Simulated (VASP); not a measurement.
# Ga2IN3 (P6/mmm) in VASP: further runs

Runs on Ga2IN3. Level: PBE. Tasks: single point, relaxation of cell and atoms.

Everything below comes from runs of VASP 6.6.1. Logs are shortened: lines on timing, memory, paths and dates and some standing lists are left out, and cuts for length are marked.

### Step 1. The cell of the first run

The structure is hexagonal, space group P6/mmm (No. 191). The conventional cell has a = 5.637 Å, b = 5.637 Å, c = 2.833 Å, α = 90.00°, β = 90.00°, γ = 120.00°. Within 2.9 Å of Ga (site symmetry -6m2) lie 6 N at 2.16 Å and 2 Ga at 2.83 Å. I (site symmetry 6/mmm) has 2 I at 2.83 Å and 12 N at 3.15 Å and 6 Ga at 3.25 Å within 3.7 Å. N (site symmetry mmm) has 4 Ga at 2.16 Å and 6 N at 2.82 to 2.83 Å within 2.9 Å.

The cell was generated, and may not be a known phase.

### Step 2. Single point, PBE

The input, INCAR:

```
SYSTEM = Ga2IN3
PREC = Accurate ; ENCUT = 520
EDIFF = 1E-6 ; ISMEAR = 0
SIGMA = 0.1 ; LREAL = .FALSE.
LASPH = .TRUE. ; NELM = 60
ALGO = Fast ; ISIF = 2
LWAVE = .FALSE. ; LCHARG = .TRUE.
GGA = PE ; LELF = .TRUE.
LVHAR = .TRUE. ; NBANDS = 33
```

The input, KPOINTS:

```
regular mesh
0
G
  6 6 4
  0 0 0
```

The input, POSCAR:

```
Ga2IN3
1.0
    5.6370167812      0.0000000000      0.0000000000
   -2.8185083906      4.8817997341      0.0000000000
    0.0000000000      0.0000000000      2.8330143604
Ga I N
2 1 3
Direct
    0.3333333333      0.6666666667      0.0000000000
    0.6666666667      0.3333333333      0.0000000000
    0.0000000000      0.0000000000      0.0000000000
    0.5000000000      0.0000000000      0.5000000000
    0.0000000000      0.5000000000      0.5000000000
    0.5000000000      0.5000000000      0.5000000000
```

Potentials or basis: VASP PAW PBE potentials, release 64 (Ga_d, I, N).

Launch:

```bash
$ cat potpaw_PBE.64/Ga_d/POTCAR potpaw_PBE.64/I/POTCAR potpaw_PBE.64/N/POTCAR > POTCAR
$ mpirun -np 1 vasp_std > vasp.out
```

OUTCAR:

```text
SYSTEM = Ga2IN3
   PREC = Accurate
   ENCUT = 520
   EDIFF = 1E-6
   ISMEAR = 0
   LREAL = .FALSE.
   LASPH = .TRUE.
   NELM = 60
   ISIF = 2
   GGA = PE

 ion  position               nearest neighbor table
   1  0.333  0.667  0.000-   5 2.16   5 2.16   4 2.16   4 2.16   6 2.16   6 2.16
   2  0.667  0.333  0.000-   5 2.16   5 2.16   4 2.16   4 2.16   6 2.16   6 2.16
   3  0.000  0.000  0.000-
   4  0.500  0.000  0.500-   1 2.16   2 2.16   1 2.16   2 2.16
   5  0.000  0.500  0.500-   1 2.16   2 2.16   1 2.16   2 2.16
   6  0.500  0.500  0.500-   1 2.16   2 2.16   1 2.16   2 2.16

  LATTYP: Found a hexagonal cell.
 ALAT       =     5.6370167812
 C/A-ratio  =     0.5025733416

  Lattice vectors:

 A1 = (   5.6370167812,   0.0000000000,   0.0000000000)
 A2 = (  -2.8185083906,   4.8817997341,   0.0000000000)
 A3 = (   0.0000000000,   0.0000000000,   2.8330143604)

Analysis of symmetry for initial positions (statically):
=====================================================================
 Subroutine PRICEL returns:
 Original cell was already a primitive cell.

 Routine SETGRP: Setting up the symmetry group for a
 hexagonal supercell.

 Subroutine GETGRP returns: Found 24 space group operations
 (whereof 24 operations were pure point group operations)
 out of a pool of 24 trial point group operations.

The static configuration has the point symmetry D_6h.

Analysis of symmetry for dynamics (positions and initial velocities):
=====================================================================
 Subroutine PRICEL returns:
 Original cell was already a primitive cell.

 Routine SETGRP: Setting up the symmetry group for a
 hexagonal supercell.

 Subroutine GETGRP returns: Found 24 space group operations
 (whereof 24 operations were pure point group operations)
 out of a pool of 24 trial point group operations.

The dynamic configuration has the point symmetry D_6h.

 Subroutine INISYM returns: Found 24 space group operations
 (whereof 24 operations are pure point group operations),
 and found     1 'primitive' translations

----------------------------------------------------------------------------------------

                                     Primitive cell

  volume of cell :      77.9611

  direct lattice vectors                    reciprocal lattice vectors
     5.637016781  0.000000000  0.000000000     0.177398798  0.102421244  0.000000000
    -2.818508391  4.881799734  0.000000000     0.000000000  0.204842487  0.000000000
     0.000000000  0.000000000  2.833014360     0.000000000  0.000000000  0.352980915

  length of vectors
     5.637016781  5.637016781  2.833014360     0.204842487  0.204842487  0.352980915

  position of ions in fractional coordinates (direct lattice)
     0.333333333  0.666666667  0.000000000
     0.666666667  0.333333333  0.000000000
     0.000000000  0.000000000  0.000000000
     0.500000000  0.000000000  0.500000000
     0.000000000  0.500000000  0.500000000
     0.500000000  0.500000000  0.500000000

  ion indices of the primitive-cell ions
   primitive index   ion index
                 1           1
                 2           2
                 3           3
                 4           4
                 5           5
                 6           6

----------------------------------------------------------------------------------------

 KPOINTS: regular mesh

Automatic generation of k-mesh.
 Grid dimensions read from file:
 generate k-points for:    6    6    4

 Generating k-lattice:

  Cartesian coordinates                     Fractional coordinates (reciprocal lattice)
     0.029566466  0.017070207  0.000000000     0.166666667  0.000000000  0.000000000
     0.000000000  0.034140415  0.000000000     0.000000000  0.166666667  0.000000000
     0.000000000  0.000000000  0.088245229     0.000000000  0.000000000  0.250000000

  Length of vectors
     0.034140415  0.034140415  0.088245229

  Shift w.r.t. Gamma in fractional coordinates (k-lattice)
     0.000000000  0.000000000  0.000000000

 Subroutine IBZKPT returns following result:
 ===========================================

 Found     21 irreducible k-points:

 Following reciprocal coordinates:
            Coordinates               Weight
  0.000000  0.000000  0.000000      1.000000
  0.166667  0.000000  0.000000      6.000000
  0.333333 -0.000000  0.000000      6.000000
  0.500000  0.000000  0.000000      3.000000
  0.166667  0.166667  0.000000      6.000000
  0.333333  0.166667  0.000000     12.000000
[... 13 lines left out ...]
  0.333333  0.166667  0.500000     12.000000
  0.333333  0.333333  0.500000      2.000000
   k-points           NKPTS =     21   k-points in BZ     NKDIM =     21   number of bands    NBANDS=     33
   number of dos      NEDOS =    301   number of ions     NIONS =      6
   total plane-waves  NPLWV =  42336
   dimension x,y,z NGX =    42 NGY =   42 NGZ =   24
   dimension x,y,z NGXF=    84 NGYF=   84 NGZF=   48
   ions per type =               2   1   3
   NGX,Y,Z   is equivalent  to a cutoff of  12.39, 12.39, 14.08 a.u.
   NGXF,Y,Z  is equivalent  to a cutoff of  24.77, 24.77, 28.17 a.u.
 SYSTEM =  Ga2IN3
   PREC   = accura    normal or accurate (medium, high low for compatibility)
   ISTART =      0    job   : 0-new  1-cont  2-samecut
   ICHARG =      2    charge: 1-file 2-atom 10-const
   ISPIN  =      1    spin polarized calculation?
   LNONCOLLINEAR =      F non collinear calculations
   LSORBIT =      F    spin-orbit coupling
   LASPH  =      T    aspherical Exc in radial PAW
   ENCUT  =  520.0 eV  38.22 Ry    6.18 a.u.  10.48 10.48  5.27*2*pi/ulx,y,z
   NELM   =     60;   NELMIN=  2; NELMDL= -5     # of ELM steps
   EDIFF  = 0.1E-05   stopping-criterion for ELM
   LREAL  =      F    real-space projection
   EDIFFG = 0.1E-04   stopping-criterion for IOM
   NSW    =      0    number of steps for IOM
   IBRION =     -1    ionic relax: 0-MD 1-quasi-New 2-CG
   NFREE  =      0    steps in history (QN), initial steepest desc. (CG)
   ISIF   =      2    stress and relaxation
   ISYM   =      2    0-nonsym 1-usesym 2-fastsym
   POTIM  = 0.5000    time-step for ionic-motion
   TEBEG  =    0.0;   TEEND  =   0.0 temperature during run
   PSTRESS=    0.0 pullay stress
   NELECT =      48.0000    total number of electrons
   NUPDOWN=      -1.0000    fix difference up-down
   EMIN   =  10.00;   EMAX   =-10.00  energy-range for DOS
   EFERMI =   0.00;   METHOD = LEGACY
   ISMEAR =     0;   SIGMA  =   0.10  broadening in eV -4-tet -1-fermi 0-gaus
   EFERMI_NEDOS =   21; number of points for ismear=-14 and -15
   IALGO  =     68    algorithm
   IMIX   =      4    mixing-type and parameters
     AMIX     =   0.40;   BMIX     =  1.00
     AMIX_MAG =   1.60;   BMIX_MAG =  1.00
  volume/ion in A,a.u.               =      12.99        87.68
  Fermi-wavevector in a.u.,A,eV,Ry     =   1.392716  2.631852 26.390646  1.939658
  Thomas-Fermi vector in A             =   2.516432
   LORBIT       =      0    0 simple, 1 ext, 2 COOP (PROOUT), +10 PAW based schemes
   GGA     = PE    functional components
   LHFCALC =     F    Hartree Fock is set to
   AEXX    =    0.0000 exact exchange contribution
   IVDW    =     0    specifies the selected vdW correction
   LEPSILON=     F    determine dielectric tensor
   LRPA    =     F    only Hartree local field effects (RPA)
 non-spin polarized calculation
 RMM-DIIS sequential band-by-band and
 Gauss-broadening in eV      SIGMA  =   0.10
  energy-cutoff  :      520.00
  volume of cell :       77.96
 maximum number of plane-waves:      2112
 NGX is ok and might be reduce to    42
   NGX = 21   NGY = 21   NGZ = 11

 number of electron      47.9999980 magnetization

 Free energy of the ion-electron system (eV)
  ---------------------------------------------------
  ext. energy  EPLUGINS =         0.00000000
  ---------------------------------------------------
  free energy    TOTEN  =       -25.41188838 eV

  energy without entropy =      -25.38665315  energy(sigma->0) =      -25.39927076

 E-fermi :   6.6361     XC(G=0): -11.6398

 val. band max:        6.6229994283   @ k =   0.3333  -0.0000   0.2500
 cond. band min:       6.6417033724   @ k =   0.3333   0.3333   0.2500
 fundamental gap:      0.0187039441
 Fermi energy:         6.6361391602

 k-point     1 :       0.0000    0.0000    0.0000
  band No.  band energies     occupation
      1      -9.6657      2.00000
      2      -8.0148      2.00000
      3      -8.0148      2.00000
      4      -7.7225      2.00000
      5      -7.6863      2.00000
      6      -7.4947      2.00000
[... 25 lines left out ...]
     32      17.6699      0.00000
     33      18.1051      0.00000

 k-point     2 :       0.1667    0.0000    0.0000
  band No.  band energies     occupation
      1      -9.5451      2.00000
      2      -8.0684      2.00000
      3      -8.0172      2.00000
      4      -7.7272      2.00000
      5      -7.6799      2.00000
      6      -7.5277      2.00000
[... 25 lines left out ...]
     32      17.2090      0.00000
     33      17.4520      0.00000

 k-point     3 :       0.3333   -0.0000    0.0000
  band No.  band energies     occupation
      1      -9.2051      2.00000
      2      -8.2595      2.00000
      3      -8.0220      2.00000
      4      -7.7640      2.00000
      5      -7.6658      2.00000
      6      -7.5915      2.00000
[... 25 lines left out ...]
     32      16.1015      0.00000
     33      17.1307      0.00000

 k-point     4 :       0.5000    0.0000    0.0000
  band No.  band energies     occupation
      1      -8.8204      2.00000
      2      -8.5783      2.00000
      3      -8.0244      2.00000
      4      -7.8112      2.00000
      5      -7.6567      2.00000
      6      -7.6158      2.00000
[... 565 lines left out ...]
     32      14.8107      0.00000
     33      14.8906      0.00000

 k-point    20 :       0.3333    0.1667    0.5000
  band No.  band energies     occupation
      1      -8.3122      2.00000
      2      -8.2101      2.00000
      3      -8.0544      2.00000
      4      -7.6132      2.00000
      5      -7.5602      2.00000
      6      -7.5194      2.00000
[... 25 lines left out ...]
     32      14.5255      0.00000
     33      15.9128      0.00000

 k-point    21 :       0.3333    0.3333    0.5000
  band No.  band energies     occupation
      1      -8.3197      2.00000
      2      -8.1406      2.00000
      3      -8.1406      2.00000
      4      -7.6094      2.00000
      5      -7.5688      2.00000
      6      -7.4960      2.00000
[... 25 lines left out ...]
     32      14.2851      0.00000
     33      15.4698      0.00000

------------------------ aborting loop because EDIFF is reached ----------------------------------------

  FORCE on cell =-STRESS in cart. coord.  units (eV):
  Direction    XX          YY          ZZ          XY          YZ          ZX
  --------------------------------------------------------------------------------------
  -------------------------------------------------------------------------------------
  Total        0.1345361      0.1345361      0.2140723     -0.0000000     -0.0000000      0.0000000
  in kB        2.7648481      2.7648481      4.3993952     -0.0000000     -0.0000000      0.0000000
  external PRESSURE =       3.3096971 kB  Pullay stress =       0.0000000 kB

 VOLUME and BASIS-vectors are now :
 -----------------------------------------------------------------------------
  energy-cutoff  :      520.00
  volume of cell :       77.96
      direct lattice vectors                 reciprocal lattice vectors
     5.637016781  0.000000000  0.000000000     0.177398798  0.102421244  0.000000000
    -2.818508391  4.881799734  0.000000000     0.000000000  0.204842487  0.000000000
     0.000000000  0.000000000  2.833014360     0.000000000  0.000000000  0.352980915

 POSITION                                       TOTAL-FORCE (eV/Angst)
 -----------------------------------------------------------------------------------
     -0.00000      3.25453      0.00000         0.000000      0.000000      0.000000
      2.81851      1.62727      0.00000        -0.000000      0.000000      0.000000
      0.00000      0.00000      0.00000        -0.000000      0.000000      0.000000
      2.81851      0.00000      1.41651         0.000000      0.000000      0.000000
     -1.40925      2.44090      1.41651        -0.000000      0.000000      0.000000
      1.40925      2.44090      1.41651        -0.000000      0.000000      0.000000
 -----------------------------------------------------------------------------------
    total drift:                               -0.000000      0.000000      0.000000

  FREE ENERGIE OF THE ION-ELECTRON SYSTEM (eV)
  ---------------------------------------------------
  free  energy   TOTEN  =       -25.4118883803 eV

  energy  without entropy=      -25.3866531483  energy(sigma->0) =      -25.39927076
```

It took 2.1 min on 1 thread of Oxide Virtual Turin-like, shared host; peak memory 0.19 GiB.

Results:

- Free energy: -25.4119 eV
- Pressure: 0.3 GPa
- Band gap on the k mesh: zero (bands 24 and 25 overlap by 1.73 eV)

Levels at points of the mesh, in eV from the Fermi level:
```
           k point  band 21  band 22  band 23  band 24  band 25  band 26  band 27  band 28
(0.00, 0.00, 0.00)    -0.06     0.26     0.26     1.18     1.18     1.43     4.08     5.26
(0.50, 0.00, 0.00)    -0.81    -0.34    -0.31     0.26     0.69     3.81     3.92     4.97
(0.00, 0.00, 0.50)    -2.28    -1.91    -1.91    -0.84     0.31     0.31     0.57     6.78
(0.50, 0.00, 0.50)    -1.19    -0.88    -0.75    -0.69    -0.14     0.41     1.54     3.92
```

Caveat: the k points lie up to 0.55 Å⁻¹ apart, too coarse for converged energies and pressures of a metal; spin-orbit coupling is left out, which moves the levels of the heavy elements.

### Step 3. Relaxation of cell and atoms, PBE

This run uses another cell than the first one, of 18.64 Å³/atom.

The input, INCAR:

```
  PREC = Accurate
  ENCUT = 600
  EDIFF = 1E-6
  ISMEAR = 0
  SIGMA = 0.1
  LREAL = F
  LASPH = T
  NELM = 80
  ALGO = Normal
  ISIF = 3
  LWAVE = F
  LCHARG = F
  GGA = PE
  IBRION = 2
  NSW = 90
  EDIFFG = -0.04
```

The input, KPOINTS:

```
regular mesh
0
Gamma
  6 6 4
```

The input, POSCAR:

```
Ga2IN3
1.0
    5.5596955200      0.0000000000      0.0000000000
   -2.7798477600      4.8148375600      0.0000000000
    0.0000000000      0.0000000000      4.1781410000
Ga I N
2 1 3
Direct
    0.3333333300      0.6666666700      0.0000000000
    0.6666666700      0.3333333300      0.0000000000
    0.0000000000      0.0000000000      0.0000000000
    0.5000000000      0.0000000000      0.5000000000
    0.0000000000      0.5000000000      0.5000000000
    0.5000000000      0.5000000000      0.5000000000
```

Potentials or basis: VASP PAW PBE potentials, release 64 (Ga_d, I, N).

Launch:

```bash
$ cat potpaw_PBE.64/Ga_d/POTCAR potpaw_PBE.64/I/POTCAR potpaw_PBE.64/N/POTCAR > POTCAR
$ mpirun -np 1 vasp_std > vasp.out
```

Run time: 24 min. Hardware: 1 thread of Oxide Virtual Turin-like, shared host; peak memory 0.32 GiB.

Results (log left out):

```yaml
Free_energy: -25.4386 eV
Relaxed_volume: 13.04 Å³/atom
Relaxed_cell: a = 5.642 Å, b = 5.642 Å, c = 2.837 Å, α = 90.00°, β = 90.00°, γ = 120.00°
Space_group_after_relaxing_to_0.1_Å: P6/mmm (No. 191)
Pressure_after_relaxing: -0.2 GPa
Band_gap_on_the_k_mesh: zero (bands 24 and 25 overlap by 1.73 eV)
```

Final structure:
```xyz
6
Lattice="5.6422 0.0000 0.0000 -2.8211 4.8863 0.0000 0.0000 0.0000 2.8372" Properties=species:S:1:pos:R:3 pbc="T T T"
Ga    0.0000    3.2575    0.0000
Ga    2.8211    1.6288    2.8372
I     0.0000    0.0000    0.0000
N     0.0000    4.8863    1.4186
N    -1.4105    2.4431    1.4186
N     1.4105    2.4431    1.4186
```

Levels at points of the mesh, in eV from the Fermi level:
```tsv
k point	band 20	band 21	band 22	band 23	band 24	band 25	band 26	band 27	band 28
(0.00, 0.00, 0.00)	-1.31	-0.06	0.26	0.26	1.18	1.18	1.39	4.04	5.24
(0.50, 0.00, 0.00)	-2.01	-0.81	-0.35	-0.31	0.25	0.69	3.78	3.88	4.94
(0.00, 0.00, 0.50)	-2.27	-2.27	-1.91	-1.91	-0.86	0.31	0.31	0.57	7.57
(0.50, 0.00, 0.50)	-2.43	-1.19	-0.88	-0.76	-0.69	-0.15	0.41	1.53	3.90
```

Caveat: the k points lie up to 0.55 Å⁻¹ apart in the final cell, too coarse for converged energies and pressures of a metal; the volume moved by over 15 % at a fixed basis, so the end points are rough; spin-orbit coupling is left out, which moves the levels of the heavy elements.
